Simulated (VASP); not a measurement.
# F2 in VASP: further runs

F2 is run at these levels: PBE; tasks: single point.

Program: VASP 6.6.1. These are calculated values, not measurements. Logs are shortened: lines on timing, memory, paths and dates and some standing lists are left out, and cuts for length are marked.

### Step 1. The cell of the first run

The cell holds a molecule in a box, 2 atoms: a = 12.000 Å, b = 12.300 Å, c = 12.600 Å, α = 90.00°, β = 90.00°, γ = 90.00°.

### Step 2. Single point, PBE

INCAR reads:

```
SYSTEM = F
  ALGO = Normal
  EDIFF = 1E-6
  ENCUT = 520
  GGA = PE
  ISIF = 2
  ISMEAR = -1
  LASPH = .TRUE.
  LCHARG = .FALSE.
  LREAL = .FALSE.
  LWAVE = .FALSE.
  NBANDS = 14
  NELM = 60
  PREC = Accurate
  SIGMA = 0.01
```

KPOINTS reads:

```
k-points
0
G
  1 1 1
  0 0 0
```

POSCAR reads:

```
F
1.0
   12.0000000000      0.0000000000      0.0000000000
    0.0000000000     12.3000000000      0.0000000000
    0.0000000000      0.0000000000     12.6000000000
F
2
Direct
    0.5000000000      0.5000000000      0.4438838974
    0.5000000000      0.5000000000      0.5561161026
```

Potentials or basis: VASP PAW PBE potentials, release 64 (F).

Run with:

```bash
$ cat potpaw_PBE.64/F/POTCAR > POTCAR
$ mpirun -np 1 vasp_gam > vasp.out
```

OUTCAR:

```text
SYSTEM = F
   EDIFF = 1E-6
   ENCUT = 520
   GGA = PE
   ISIF = 2
   ISMEAR = -1
   LASPH = .TRUE.
   LREAL = .FALSE.
   NELM = 60
   PREC = Accurate

 ion  position               nearest neighbor table
   1  0.500  0.500  0.444-   2 1.41
   2  0.500  0.500  0.556-   1 1.41

  LATTYP: Found a simple orthorhombic cell.
 ALAT       =    12.0000000000
 B/A-ratio  =     1.0250000000
 C/A-ratio  =     1.0500000000

  Lattice vectors:

 A1 = (  12.0000000000,   0.0000000000,   0.0000000000)
 A2 = (   0.0000000000,  12.3000000000,   0.0000000000)
 A3 = (   0.0000000000,   0.0000000000,  12.6000000000)

Analysis of symmetry for initial positions (statically):
=====================================================================
 Subroutine PRICEL returns:
 Original cell was already a primitive cell.

 Routine SETGRP: Setting up the symmetry group for a
 simple orthorhombic supercell.

 Subroutine GETGRP returns: Found  8 space group operations
 (whereof  8 operations were pure point group operations)
 out of a pool of  8 trial point group operations.

The static configuration has the point symmetry D_2h.

Analysis of symmetry for dynamics (positions and initial velocities):
=====================================================================
 Subroutine PRICEL returns:
 Original cell was already a primitive cell.

 Routine SETGRP: Setting up the symmetry group for a
 simple orthorhombic supercell.

 Subroutine GETGRP returns: Found  8 space group operations
 (whereof  8 operations were pure point group operations)
 out of a pool of  8 trial point group operations.

The dynamic configuration has the point symmetry D_2h.

 Subroutine INISYM returns: Found  8 space group operations
 (whereof  8 operations are pure point group operations),
 and found     1 'primitive' translations

----------------------------------------------------------------------------------------

                                     Primitive cell

  volume of cell :    1859.7600

  direct lattice vectors                    reciprocal lattice vectors
    12.000000000  0.000000000  0.000000000     0.083333333  0.000000000  0.000000000
     0.000000000 12.300000000  0.000000000     0.000000000  0.081300813  0.000000000
     0.000000000  0.000000000 12.600000000     0.000000000  0.000000000  0.079365079

  length of vectors
    12.000000000 12.300000000 12.600000000     0.083333333  0.081300813  0.079365079

  position of ions in fractional coordinates (direct lattice)
     0.500000000  0.500000000  0.443883897
     0.500000000  0.500000000  0.556116103

  ion indices of the primitive-cell ions
   primitive index   ion index
                 1           1
                 2           2

----------------------------------------------------------------------------------------

 KPOINTS: k-points

Automatic generation of k-mesh.
 Grid dimensions read from file:
 generate k-points for:    1    1    1

 Generating k-lattice:

  Cartesian coordinates                     Fractional coordinates (reciprocal lattice)
     0.083333333  0.000000000  0.000000000     1.000000000  0.000000000  0.000000000
     0.000000000  0.081300813  0.000000000     0.000000000  1.000000000  0.000000000
     0.000000000  0.000000000  0.079365079     0.000000000  0.000000000  1.000000000

  Length of vectors
     0.083333333  0.081300813  0.079365079

  Shift w.r.t. Gamma in fractional coordinates (k-lattice)
     0.000000000  0.000000000  0.000000000

 Subroutine IBZKPT returns following result:
 ===========================================

 Found      1 irreducible k-points:

 Following reciprocal coordinates:
            Coordinates               Weight
  0.000000  0.000000  0.000000      1.000000
   k-points           NKPTS =      1   k-points in BZ     NKDIM =      1   number of bands    NBANDS=     14
   number of dos      NEDOS =    301   number of ions     NIONS =      2
   total plane-waves  NPLWV = 829440
   dimension x,y,z NGX =    90 NGY =   96 NGZ =   96
   dimension x,y,z NGXF=   180 NGYF=  192 NGZF=  192
   ions per type =               2
   NGX,Y,Z   is equivalent  to a cutoff of  12.47, 12.98, 12.67 a.u.
   NGXF,Y,Z  is equivalent  to a cutoff of  24.94, 25.95, 25.33 a.u.
 SYSTEM =  F
   PREC   = accura    normal or accurate (medium, high low for compatibility)
   ISTART =      0    job   : 0-new  1-cont  2-samecut
   ICHARG =      2    charge: 1-file 2-atom 10-const
   ISPIN  =      1    spin polarized calculation?
   LNONCOLLINEAR =      F non collinear calculations
   LSORBIT =      F    spin-orbit coupling
   LASPH  =      T    aspherical Exc in radial PAW
   ENCUT  =  520.0 eV  38.22 Ry    6.18 a.u.  22.31 22.87 23.43*2*pi/ulx,y,z
   NELM   =     60;   NELMIN=  2; NELMDL= -5     # of ELM steps
   EDIFF  = 0.1E-05   stopping-criterion for ELM
   LREAL  =      F    real-space projection
   EDIFFG = 0.1E-04   stopping-criterion for IOM
   NSW    =      0    number of steps for IOM
   IBRION =     -1    ionic relax: 0-MD 1-quasi-New 2-CG
   NFREE  =      0    steps in history (QN), initial steepest desc. (CG)
   ISIF   =      2    stress and relaxation
   ISYM   =      2    0-nonsym 1-usesym 2-fastsym
   POTIM  = 0.5000    time-step for ionic-motion
   TEBEG  =    0.0;   TEEND  =   0.0 temperature during run
   PSTRESS=    0.0 pullay stress
   NELECT =      14.0000    total number of electrons
   NUPDOWN=      -1.0000    fix difference up-down
   EMIN   =  10.00;   EMAX   =-10.00  energy-range for DOS
   EFERMI =   0.00;   METHOD = LEGACY
   ISMEAR =    -1;   SIGMA  =   0.01  broadening in eV -4-tet -1-fermi 0-gaus
   EFERMI_NEDOS =   21; number of points for ismear=-14 and -15
   IALGO  =     38    algorithm
   IMIX   =      4    mixing-type and parameters
     AMIX     =   0.40;   BMIX     =  1.00
     AMIX_MAG =   1.60;   BMIX_MAG =  1.00
  volume/ion in A,a.u.               =     929.88      6275.14
  Fermi-wavevector in a.u.,A,eV,Ry     =   0.320847  0.606314  1.400625  0.102943
  Thomas-Fermi vector in A             =   1.207823
   LORBIT       =      0    0 simple, 1 ext, 2 COOP (PROOUT), +10 PAW based schemes
   GGA     = PE    functional components
   LHFCALC =     F    Hartree Fock is set to
   AEXX    =    0.0000 exact exchange contribution
   IVDW    =     0    specifies the selected vdW correction
   LEPSILON=     F    determine dielectric tensor
   LRPA    =     F    only Hartree local field effects (RPA)
 non-spin polarized calculation
  energy-cutoff  :      520.00
  volume of cell :     1859.76
 maximum number of plane-waves:     25042
 NGX is ok and might be reduce to    90
   NGX = 45   NGY = 45   NGZ = 47

 number of electron      13.9999995 magnetization

 Free energy of the ion-electron system (eV)
  ---------------------------------------------------
  ext. energy  EPLUGINS =         0.00000000
  ---------------------------------------------------
  free energy    TOTEN  =        -3.61645312 eV

  energy without entropy =       -3.61645312  energy(sigma->0) =       -3.61645312

 E-fermi :  -9.0601     XC(G=0):  -0.3053

 val. band max:       -9.3863070551   @ k =   0.0000   0.0000   0.0000
 cond. band min:      -5.8536693114   @ k =   0.0000   0.0000   0.0000
 fundamental gap:      3.5326377437
 Fermi energy:        -9.0600520222

 k-point     1 :       0.0000    0.0000    0.0000
  band No.  band energies     occupation
      1     -33.9643      2.00000
      2     -27.6503      2.00000
      3     -15.3349      2.00000
      4     -12.7559      2.00000
      5     -12.7559      2.00000
      6      -9.3863      2.00000
      7      -9.3863      2.00000
      8      -5.8537      0.00000
      9      -0.2429      0.00000
     10       0.5975      0.00000
     11       0.7626      0.00000
     12       0.8407      0.00000
     13       0.8824      0.00000
     14       0.9584      0.00000

------------------------ aborting loop because EDIFF is reached ----------------------------------------

  FORCE on cell =-STRESS in cart. coord.  units (eV):
  Direction    XX          YY          ZZ          XY          YZ          ZX
  --------------------------------------------------------------------------------------
  -------------------------------------------------------------------------------------
  Total       -0.1131748     -0.1142753      0.4326568     -0.0000000      0.0000000      0.0000000
  in kB       -0.0974997     -0.0984478      0.3727324     -0.0000000      0.0000000      0.0000000
  external PRESSURE =       0.0589283 kB  Pullay stress =       0.0000000 kB

 VOLUME and BASIS-vectors are now :
 -----------------------------------------------------------------------------
  energy-cutoff  :      520.00
  volume of cell :     1859.76
      direct lattice vectors                 reciprocal lattice vectors
    12.000000000  0.000000000  0.000000000     0.083333333  0.000000000  0.000000000
     0.000000000 12.300000000  0.000000000     0.000000000  0.081300813  0.000000000
     0.000000000  0.000000000 12.600000000     0.000000000  0.000000000  0.079365079

 POSITION                                       TOTAL-FORCE (eV/Angst)
 -----------------------------------------------------------------------------------
      6.00000      6.15000      5.59294         0.000000      0.000000     -0.369684
      6.00000      6.15000      7.00706         0.000000      0.000000      0.369684
 -----------------------------------------------------------------------------------
    total drift:                                0.000000     -0.000000      0.000000

  FREE ENERGIE OF THE ION-ELECTRON SYSTEM (eV)
  ---------------------------------------------------
  free  energy   TOTEN  =        -3.6164531209 eV

  energy  without entropy=       -3.6164531209  energy(sigma->0) =       -3.61645312
```

Run time: 2.9 min. Hardware: 1 thread of AMD EPYC 7R13, shared host; peak memory 1.2 GiB.

What came out:

```
Free energy                     : -3.6165 eV
Largest force                   : 0.370 eV/Å
Gap between the frontier levels : 3.53 eV
```

Forces on the atoms (eV/Å):
```
F    0.000  0.000 -0.370
F    0.000  0.000  0.370
```

### Step 3. Single point, PBE

INCAR reads:

```
ALGO     = Normal         # electronic algorithm
EDIFF    = 1E-7           # SCF threshold, eV
ENCUT    = 520            # plane-wave cutoff, eV
GGA      = PE             # functional
ISIF     = 2              # what is computed and relaxed
ISMEAR   = -1             # smearing method
LASPH    = T              # aspherical terms in the spheres
LCHARG   = F              # write CHGCAR
LREAL    = F              # projectors in reciprocal space
LWAVE    = F              # write WAVECAR
NBANDS   = 14             # bands
NELM     = 100            # most SCF steps
PREC     = Accurate       # precision mode
SIGMA    = 0.01           # smearing width, eV
```

KPOINTS reads:

```
k-points
0
Gamma
  1 1 1
```

POSCAR is that of step 2.

Potentials or basis: VASP PAW PBE potentials, release 64 (F).

Run with:

```bash
$ cat potpaw_PBE.64/F/POTCAR > POTCAR
$ mpirun -np 1 vasp_gam > vasp.out
```

It took 2.9 min on 1 thread of AMD EPYC 7R13, shared host; peak memory 1.2 GiB.

The run converged. Its results:

- Free energy: -3.6165 eV
- Largest force: 0.370 eV/Å
- Gap between the frontier levels: 3.53 eV

Forces in eV/Å, atoms in the order of the input:
```
F    0.000  0.000 -0.370
F    0.000  0.000  0.370
```

Levels at points of the mesh, in eV from the valence-band top:
| k point | band 5 | band 6 | band 7 | band 8 | band 9 | band 10 |
| --- | --- | --- | --- | --- | --- | --- |
| (0.00, 0.00, 0.00) | -3.37 | 0.00 | 0.00 | 3.53 | 9.15 | 10.00 |
